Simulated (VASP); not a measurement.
# Na (Im-3m) in VASP: further runs

The runs below take Na through single point, with PBEsol.

All numbers are computed with VASP 6.6.1; they aren't measurements. Logs are shortened: lines on timing, memory, paths and dates and some standing lists are left out, and cuts for length are marked.

## 1. The cell of the first run

It takes space group Im-3m (No. 229, cubic). The conventional cell has a = 3.517 Å, b = 3.517 Å, c = 3.517 Å, α = 90.00°, β = 90.00°, γ = 90.00°. Within 4.0 Å of Na (site symmetry m-3m) lie 14 Na at 3.05 to 3.52 Å.

## 2. Single point, PBEsol (21.75 Å³/atom)

Input file INCAR:

```
PREC = Accurate ; ENCUT = 520
EDIFF = 1E-6 ; ISMEAR = -1
SIGMA = 0.05 ; LREAL = False
LASPH = True ; NELM = 60
ALGO = Normal ; ISIF = 2
LWAVE = False ; LCHARG = False
GGA = PS ; NBANDS = 10
```

Input file KPOINTS:

```
Automatic mesh
0
Gamma
  13 13 13
```

Input file POSCAR:

```
Na
1.0
   -1.7583815614      1.7583815614      1.7583815614
    1.7583815614     -1.7583815614      1.7583815614
    1.7583815614      1.7583815614     -1.7583815614
Na
1
Direct
    0.0000000000      0.0000000000      0.0000000000
```

Potentials or basis: VASP PAW PBE potentials, release 64 (Na_pv).

The run is started by

```
$ cat potpaw_PBE.64/Na_pv/POTCAR > POTCAR
$ mpirun -np 1 vasp_std > vasp.out
```

OUTCAR:

```text
PREC = Accurate
   ENCUT = 520
   EDIFF = 1E-6
   ISMEAR = -1
   LREAL = False
   LASPH = True
   NELM = 60
   ISIF = 2
   GGA = PS

 ion  position               nearest neighbor table
   1  0.000  0.000  0.000-

  LATTYP: Found a body centered cubic cell.
 ALAT       =     3.5167631228

  Lattice vectors:

 A1 = (  -1.7583815614,   1.7583815614,   1.7583815614)
 A2 = (   1.7583815614,  -1.7583815614,   1.7583815614)
 A3 = (   1.7583815614,   1.7583815614,  -1.7583815614)

Analysis of symmetry for initial positions (statically):
=====================================================================
 Subroutine PRICEL returns:
 Original cell was already a primitive cell.

 Routine SETGRP: Setting up the symmetry group for a
 body centered cubic supercell.

 Subroutine GETGRP returns: Found 48 space group operations
 (whereof 48 operations were pure point group operations)
 out of a pool of 48 trial point group operations.

The static configuration has the point symmetry O_h .

Analysis of symmetry for dynamics (positions and initial velocities):
=====================================================================
 Subroutine PRICEL returns:
 Original cell was already a primitive cell.

 Routine SETGRP: Setting up the symmetry group for a
 body centered cubic supercell.

 Subroutine GETGRP returns: Found 48 space group operations
 (whereof 48 operations were pure point group operations)
 out of a pool of 48 trial point group operations.

The dynamic configuration has the point symmetry O_h .

 Subroutine INISYM returns: Found 48 space group operations
 (whereof 48 operations are pure point group operations),
 and found     1 'primitive' translations

----------------------------------------------------------------------------------------

                                     Primitive cell

  volume of cell :      21.7470

  direct lattice vectors                    reciprocal lattice vectors
    -1.758381561  1.758381561  1.758381561     0.000000000  0.284352390  0.284352390
     1.758381561 -1.758381561  1.758381561     0.284352390  0.000000000  0.284352390
     1.758381561  1.758381561 -1.758381561     0.284352390  0.284352390  0.000000000

  length of vectors
     3.045606203  3.045606203  3.045606203     0.402135007  0.402135007  0.402135007

  position of ions in fractional coordinates (direct lattice)
     0.000000000  0.000000000  0.000000000

  ion indices of the primitive-cell ions
   primitive index   ion index
                 1           1

----------------------------------------------------------------------------------------

 KPOINTS: Automatic mesh

Automatic generation of k-mesh.
 Grid dimensions read from file:
 generate k-points for:   13   13   13

 Generating k-lattice:

  Cartesian coordinates                     Fractional coordinates (reciprocal lattice)
     0.000000000  0.021873261  0.021873261     0.076923077  0.000000000  0.000000000
     0.021873261  0.000000000  0.021873261     0.000000000  0.076923077  0.000000000
     0.021873261  0.021873261  0.000000000     0.000000000  0.000000000  0.076923077

  Length of vectors
     0.030933462  0.030933462  0.030933462

  Shift w.r.t. Gamma in fractional coordinates (k-lattice)
     0.000000000  0.000000000  0.000000000

 Subroutine IBZKPT returns following result:
 ===========================================

 Found     84 irreducible k-points:

 Following reciprocal coordinates:
            Coordinates               Weight
  0.000000  0.000000  0.000000      1.000000
  0.076923  0.000000  0.000000     12.000000
  0.153846  0.000000  0.000000     12.000000
  0.230769  0.000000  0.000000     12.000000
  0.307692  0.000000  0.000000     12.000000
  0.384615  0.000000  0.000000     12.000000
[... 16 lines left out ...]
  0.153846  0.076923  0.076923     24.000000
  0.230769  0.076923  0.076923     24.000000
 [... further k-points ...]
   k-points           NKPTS =     84   k-points in BZ     NKDIM =     84   number of bands    NBANDS=     10
   number of dos      NEDOS =    301   number of ions     NIONS =      1
   total plane-waves  NPLWV =  13824
   dimension x,y,z NGX =    24 NGY =   24 NGZ =   24
   dimension x,y,z NGXF=    48 NGYF=   48 NGZF=   48
   ions per type =               1
   NGX,Y,Z   is equivalent  to a cutoff of  13.10, 13.10, 13.10 a.u.
   NGXF,Y,Z  is equivalent  to a cutoff of  26.20, 26.20, 26.20 a.u.
 SYSTEM =  unknown system
   PREC   = accura    normal or accurate (medium, high low for compatibility)
   ISTART =      0    job   : 0-new  1-cont  2-samecut
   ICHARG =      2    charge: 1-file 2-atom 10-const
   ISPIN  =      1    spin polarized calculation?
   LNONCOLLINEAR =      F non collinear calculations
   LSORBIT =      F    spin-orbit coupling
   LASPH  =      T    aspherical Exc in radial PAW
   ENCUT  =  520.0 eV  38.22 Ry    6.18 a.u.   5.66  5.66  5.66*2*pi/ulx,y,z
   NELM   =     60;   NELMIN=  2; NELMDL= -5     # of ELM steps
   EDIFF  = 0.1E-05   stopping-criterion for ELM
   LREAL  =      F    real-space projection
[... 7 lines left out ...]
   TEBEG  =    0.0;   TEEND  =   0.0 temperature during run
   PSTRESS=    0.0 pullay stress
   NELECT =       7.0000    total number of electrons
   NUPDOWN=      -1.0000    fix difference up-down
   EMIN   =  10.00;   EMAX   =-10.00  energy-range for DOS
   EFERMI =   0.00;   METHOD = LEGACY
   ISMEAR =    -1;   SIGMA  =   0.05  broadening in eV -4-tet -1-fermi 0-gaus
   EFERMI_NEDOS =   21; number of points for ismear=-14 and -15
   IALGO  =     38    algorithm
   IMIX   =      4    mixing-type and parameters
     AMIX     =   0.40;   BMIX     =  1.00
     AMIX_MAG =   1.60;   BMIX_MAG =  1.00
  volume/ion in A,a.u.               =      21.75       146.76
  Fermi-wavevector in a.u.,A,eV,Ry     =   1.121952  2.120182 17.126700  1.258777
  Thomas-Fermi vector in A             =   2.258609
   LORBIT       =      0    0 simple, 1 ext, 2 COOP (PROOUT), +10 PAW based schemes
   GGA     = PS    functional components
   LHFCALC =     F    Hartree Fock is set to
   AEXX    =    0.0000 exact exchange contribution
   IVDW    =     0    specifies the selected vdW correction
   LEPSILON=     F    determine dielectric tensor
   LRPA    =     F    only Hartree local field effects (RPA)
 non-spin polarized calculation
  energy-cutoff  :      520.00
  volume of cell :       21.75
 maximum number of plane-waves:       603
   NGX = 11   NGY = 11   NGZ = 11

 number of electron       6.9999991 magnetization

 Free energy of the ion-electron system (eV)
  ---------------------------------------------------
  ext. energy  EPLUGINS =         0.00000000
  ---------------------------------------------------
  free energy    TOTEN  =        -1.08441889 eV

  energy without entropy =       -1.08076993  energy(sigma->0) =       -1.08259441

 E-fermi :   2.4301     XC(G=0):  -8.1144

 val. band max:        2.3228560462   @ k =  -0.3077   0.3077   0.3077
 cond. band min:       2.4529769835   @ k =  -0.3846   0.4615   0.0769
 fundamental gap:      0.1301209373
 Fermi energy:         2.4300591632

 k-point     1 :       0.0000    0.0000    0.0000
  band No.  band energies     occupation
      1     -22.2505      2.00000
      2     -22.2505      2.00000
      3     -22.2505      2.00000
      4      -2.2433      2.00000
      5      17.9758      0.00000
      6      17.9758      0.00000
      7      17.9758      0.00000
      8      19.3932      0.00000
      9      19.3932      0.00000
     10      20.2325      0.00000

 k-point     2 :       0.0769    0.0000    0.0000
  band No.  band energies     occupation
      1     -22.2630      2.00000
      2     -22.2542      2.00000
      3     -22.2506      2.00000
      4      -2.0893      2.00000
      5      16.2948      0.00000
      6      17.0647      0.00000
      7      17.7674      0.00000
      8      18.4581      0.00000
      9      18.7132      0.00000
     10      21.2100      0.00000

 k-point     3 :       0.1538    0.0000    0.0000
  band No.  band energies     occupation
      1     -22.2974      2.00000
      2     -22.2642      2.00000
      3     -22.2509      2.00000
      4      -1.6326      2.00000
      5      13.6169      0.00000
      6      15.7738      0.00000
      7      17.3039      0.00000
      8      17.3849      0.00000
      9      18.6566      0.00000
     10      22.1553      0.00000

 k-point     4 :       0.2308    0.0000    0.0000
  band No.  band energies     occupation
      1     -22.3451      2.00000
      2     -22.2784      2.00000
      3     -22.2514      2.00000
      4      -0.8869      2.00000
      5      11.0743      0.00000
      6      14.6760      0.00000
      7      16.5140      0.00000
      8      16.8123      0.00000
      9      18.4568      0.00000
     10      22.5426      0.00000

 k-point     5 :       0.3077    0.0000    0.0000
  band No.  band energies     occupation
      1     -22.3948      2.00000
      2     -22.2933      2.00000
      3     -22.2518      2.00000
      4       0.1274      2.00000
      5       8.7354      0.00000
      6      13.8383      0.00000
      7      15.8653      0.00000
      8      16.4052      0.00000
      9      18.0622      0.00000
     10      23.2264      0.00000

 k-point     6 :       0.3846    0.0000    0.0000
  band No.  band energies     occupation
      1     -22.4353      2.00000
      2     -22.3057      2.00000
      3     -22.2522      2.00000
      4       1.3847      2.00000
      5       6.6113      0.00000
      6      13.2758      0.00000
      7      15.4374      0.00000
      8      16.1240      0.00000
      9      17.6623      0.00000
     10      23.8347      0.00000

 k-point     7 :       0.4615    0.0000    0.0000
  band No.  band energies     occupation
      1     -22.4579      2.00000
      2     -22.3127      2.00000
      3     -22.2524      2.00000
      4       2.8231      0.00077
      5       4.7451      0.00000
      6      12.9938      0.00000
      7      15.2252      0.00000
      8      15.9816      0.00000
      9      17.4246      0.00000
     10      24.2197      0.00000

 k-point     8 :       0.0769    0.0769    0.0000
  band No.  band energies     occupation
      1     -22.2866      2.00000
      2     -22.2582      2.00000
      3     -22.2536      2.00000
      4      -1.7840      2.00000
      5      14.6881      0.00000
      6      15.3474      0.00000
      7      17.3665      0.00000
      8      18.0221      0.00000
      9      19.1517      0.00000
     10      21.4030      0.00000

 k-point     9 :       0.1538    0.0769    0.0000
  band No.  band energies     occupation
      1     -22.3264      2.00000
      2     -22.2703      2.00000
      3     -22.2551      2.00000
      4      -1.1829      2.00000
      5      12.3098      0.00000
      6      14.0441      0.00000
      7      16.7499      0.00000
      8      17.5038      0.00000
      9      19.2261      0.00000
     10      21.7637      0.00000
[... 118 lines left out ...]
 k-point    19 :       0.3077    0.2308   -0.0000
  band No.  band energies     occupation
      1     -22.4241      2.00000
      2     -22.3445      2.00000
      3     -22.2723      2.00000
      4       2.9698      0.00004
      5       6.2860      0.00000
      6       8.6185      0.00000
      7      14.3534      0.00000
      8      18.2001      0.00000
      9      20.5765      0.00000
     10      23.0764      0.00000

 k-point    20 :       0.3846    0.2308   -0.0000
  band No.  band energies     occupation
      1     -22.4251      2.00000
      2     -22.3542      2.00000
      3     -22.2731      2.00000
      4       4.1283      0.00000
      5       5.0033      0.00000
      6       8.4076      0.00000
      7      14.2231      0.00000
      8      18.2221      0.00000
      9      20.9646      0.00000
     10      22.6884      0.00000

 k-point    21 :       0.3077    0.3077    0.0000
  band No.  band energies     occupation
      1     -22.4079      2.00000
      2     -22.3746      2.00000
      3     -22.2753      2.00000
      4       4.2797      0.00000
      5       5.5756      0.00000
      6       7.3548      0.00000
      7      14.0791      0.00000
      8      19.1077      0.00000
      9      20.0997      0.00000
     10      23.1069      0.00000

 k-point    22 :       0.0769    0.0769    0.0769
  band No.  band energies     occupation
      1     -22.3207      2.00000
      2     -22.2590      2.00000
      3     -22.2590      2.00000
      4      -1.3320      2.00000
      5      13.3854      0.00000
      6      13.3854      0.00000
      7      16.1676      0.00000
      8      19.5527      0.00000
      9      19.5527      0.00000
     10      21.0952      0.00000

 k-point    23 :       0.1538    0.0769    0.0769
  band No.  band energies     occupation
      1     -22.3608      2.00000
      2     -22.2741      2.00000
      3     -22.2603      2.00000
      4      -0.5936      2.00000
      5      11.1034      0.00000
      6      12.3432      0.00000
      7      15.2502      0.00000
      8      19.2897      0.00000
      9      19.9105      0.00000
     10      22.6145      0.00000

 k-point    24 :       0.2308    0.0769    0.0769
  band No.  band energies     occupation
      1     -22.3994      2.00000
      2     -22.2933      2.00000
      3     -22.2616      2.00000
      4       0.4113      2.00000
      5       8.8806      0.00000
      6      11.5629      0.00000
      7      14.5465      0.00000
      8      18.6807      0.00000
      9      20.0318      0.00000
     10      23.5335      0.00000

 [... further k-points ...]

------------------------ aborting loop because EDIFF is reached ----------------------------------------

  FORCE on cell =-STRESS in cart. coord.  units (eV):
  Direction    XX          YY          ZZ          XY          YZ          ZX
  --------------------------------------------------------------------------------------
  -------------------------------------------------------------------------------------
  Total        1.4030406      1.4030406      1.4030406     -0.0000000      0.0000000      0.0000000
  in kB      103.3668926    103.3668926    103.3668926     -0.0000000      0.0000000      0.0000000
  external PRESSURE =     103.3668926 kB  Pullay stress =       0.0000000 kB

 VOLUME and BASIS-vectors are now :
 -----------------------------------------------------------------------------
  energy-cutoff  :      520.00
  volume of cell :       21.75
      direct lattice vectors                 reciprocal lattice vectors
    -1.758381561  1.758381561  1.758381561     0.000000000  0.284352390  0.284352390
     1.758381561 -1.758381561  1.758381561     0.284352390  0.000000000  0.284352390
     1.758381561  1.758381561 -1.758381561     0.284352390  0.284352390  0.000000000

 POSITION                                       TOTAL-FORCE (eV/Angst)
 -----------------------------------------------------------------------------------
      0.00000      0.00000      0.00000        -0.000000      0.000000      0.000000
 -----------------------------------------------------------------------------------
    total drift:                               -0.000000      0.000000      0.000000

  FREE ENERGIE OF THE ION-ELECTRON SYSTEM (eV)
  ---------------------------------------------------
  free  energy   TOTEN  =        -1.0844188943 eV

  energy  without entropy=       -1.0807699311  energy(sigma->0) =       -1.08259441
```

It took 24 s on 1 thread of AMD EPYC 7R13, shared host; peak memory 0.11 GiB.

What came out:

* Free energy: -1.0844 eV
* Pressure: 10.3 GPa
* Band gap on the k mesh: zero (an odd number of electrons rules out a gap without spin polarisation)

Levels at points of the mesh, in eV from the Fermi level:
```
           k point  band 1  band 2  band 3  band 4  band 5  band 6
(0.00, 0.00, 0.00)  -24.68  -24.68  -24.68   -4.67   15.55   15.55
```

Caveat: the cell stands under pressure; the PAW data sets were made with another functional, which shifts forces and pressure a little.

## 3. Single point, PBEsol (25.37 Å³/atom)

This run uses another cell than the first one, of 25.37 Å³/atom.

Input file INCAR:

```
SYSTEM = Na
  PREC = Accurate
  ENCUT = 520
  EDIFF = 1E-6
  ISMEAR = -1
  SIGMA = 0.05
  LREAL = .False.
  LASPH = .True.
  NELM = 100
  ALGO = Normal
  ISIF = 2
  LWAVE = .False.
  LCHARG = .False.
  GGA = PS
  NBANDS = 10
```

Input file KPOINTS:

```
Automatic mesh
0
Gamma
  13 13 13
  0 0 0
```

Input file POSCAR:

```
Na
1.0
   -1.8510950420      1.8510950420      1.8510950420
    1.8510950420     -1.8510950420      1.8510950420
    1.8510950420      1.8510950420     -1.8510950420
Na
1
Direct
    0.0000000000      0.0000000000      0.0000000000
```

Potentials or basis: VASP PAW PBE potentials, release 64 (Na_pv).

The run is started by

```
$ cat potpaw_PBE.64/Na_pv/POTCAR > POTCAR
$ mpirun -np 1 vasp_std > vasp.out
```

It took 22 s on 1 thread of AMD EPYC 7R13, shared host; peak memory 0.11 GiB.

Results (log left out):

```yaml
Free_energy: -1.2594 eV
Pressure: 5.4 GPa
Band_gap_on_the_k_mesh: zero (an odd number of electrons rules out a gap without spin polarisation)
```

Levels at points of the mesh, in eV from the Fermi level:
```csv
k point,band 1,band 2,band 3,band 4,band 5,band 6,band 7
"(0.00, 0.00, 0.00)",-24.65,-24.65,-24.65,-4.23,14.36,14.36,14.36
```

Caveat: the cell stands under pressure; the PAW data sets were made with another functional, which shifts forces and pressure a little.

## 4. Single point, PBEsol (25.37 Å³/atom)

This run uses another cell than the first one, of 25.37 Å³/atom.

Input file INCAR:

```
PREC = Accurate
ENCUT = 520
EDIFF = 1E-7
ISMEAR = -1
SIGMA = 0.05
LREAL = False
LASPH = True
NELM = 100
ALGO = Normal
ISIF = 2
LWAVE = False
LCHARG = False
GGA = PS
NBANDS = 10
```

Input file KPOINTS:

```
Automatic mesh
0
Gamma
  13 13 13
```

POSCAR is that of step 3.

The run is started by

```
$ cat potpaw_PBE.64/Na_pv/POTCAR > POTCAR
$ mpirun -np 1 vasp_std > vasp.out
```

Wall time 27 s (1 thread of AMD EPYC 7R13, shared host); peak memory 0.11 GiB.

It converged, with:

```yaml
Free_energy: -1.2594 eV
Pressure: 5.5 GPa
Band_gap_on_the_k_mesh: zero (an odd number of electrons rules out a gap without spin polarisation)
```

Levels at points of the mesh, in eV from the Fermi level:
```
           k point  band 1  band 2  band 3  band 4  band 5  band 6  band 7
(0.00, 0.00, 0.00)  -24.65  -24.65  -24.65   -4.23   14.36   14.36   14.36
```

Caveat: the cell stands under pressure; the PAW data sets were made with another functional, which shifts forces and pressure a little.
